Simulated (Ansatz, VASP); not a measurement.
## One calculation of FeSi, two programs

Contents of INCAR:

```
PREC = Accurate ; ENCUT = 520
EDIFF = 1E-7 ; ISMEAR = -1
SIGMA = 0.02 ; LREAL = F
LASPH = T ; NELM = 60
ALGO = Normal ; ISIF = 2
LWAVE = F ; LCHARG = F
GGA = PE ; NBANDS = 34
```

File KPOINTS:

```
Automatic mesh
0
Gamma
  6 6 6
```

The input POSCAR:

```
FeSi
1.0
    4.4030518950      0.0000000000      0.0000000000
    0.0000000000      4.4030518950      0.0000000000
    0.0000000000      0.0000000000      4.4030518950
Fe Si
4 4
Direct
    0.8633399905      0.6366600095      0.3633399905
    0.6366600095      0.3633399905      0.8633399905
    0.3633399905      0.8633399905      0.6366600095
    0.1366600095      0.1366600095      0.1366600095
    0.1588681659      0.3411318341      0.6588681659
    0.3411318341      0.6588681659      0.1588681659
    0.6588681659      0.1588681659      0.3411318341
    0.8411318341      0.8411318341      0.8411318341
```

Input for Ansatz:

```yaml
crystal:
  lattice:
    - [4.403051895, 0.0, 0.0]
    - [0.0, 4.403051895, 0.0]
    - [0.0, 0.0, 4.403051895]
  atoms:
    - { symbol: Fe, position: [0.8633399905, 0.6366600095, 0.3633399905] }
    - { symbol: Fe, position: [0.6366600095, 0.3633399905, 0.8633399905] }
    - { symbol: Fe, position: [0.3633399905, 0.8633399905, 0.6366600095] }
    - { symbol: Fe, position: [0.1366600095, 0.1366600095, 0.1366600095] }
    - { symbol: Si, position: [0.1588681659, 0.3411318341, 0.6588681659] }
    - { symbol: Si, position: [0.3411318341, 0.6588681659, 0.1588681659] }
    - { symbol: Si, position: [0.6588681659, 0.1588681659, 0.3411318341] }
    - { symbol: Si, position: [0.8411318341, 0.8411318341, 0.8411318341] }
kpoints:
  mp_grid: { grid: [6, 6, 6] }
  band_path:
    path:
      - [[0.0, 0.0, 0.0], [-3.734270666036e-51, 0.5, 1.458026531231e-34], [0.5, 0.5, -2.041237143724e-34], [0.0, 0.0, 0.0], [0.5, 0.5, 0.5], [-3.734270666036e-51, 0.5, 1.458026531231e-34]]
      - [[0.5, 0.5, 0.5], [0.5, 0.5, -2.041237143724e-34], [0.5, 3.499263674955e-34, -3.499263674955e-34]]
    npoints: 10
hamiltonian:
  xc: pbe
scf:
  occupations: { method: fermi_dirac, width: 0.02 }
  n_extra_bands: 6
output:
  forces: true
  stress: true
  eigenvalues: true
```

Alike in both runs: task single point; functional PBE; k mesh 6 × 6 × 6; occupations fermi-dirac, width 0.02 eV; no spin polarisation.

```csv
,VASP,Ansatz
version,VASP 6.6.1,Ansatz 0.2.0
potentials or method,"VASP PAW PBE potentials, release 64 (Fe, Si)","plane waves, PAW"
plane-wave cutoff (eV),520,420
valence electrons in the cell,48,80
```

VASP gave:

- pressure (GPa): 7.5
- rms of the force components (eV/Å): 0.043

Q: Estimate Ansatz's values.

A: Pressure (GPa): 7.3; rms of the force components (eV/Å): 0.028.

Atom by atom the forces differ by 0.015 eV/Å (rms over components). VASP's potentials hold 48 valence electrons a cell and Ansatz's 80, so a difference there can come from the potentials and not from the codes.
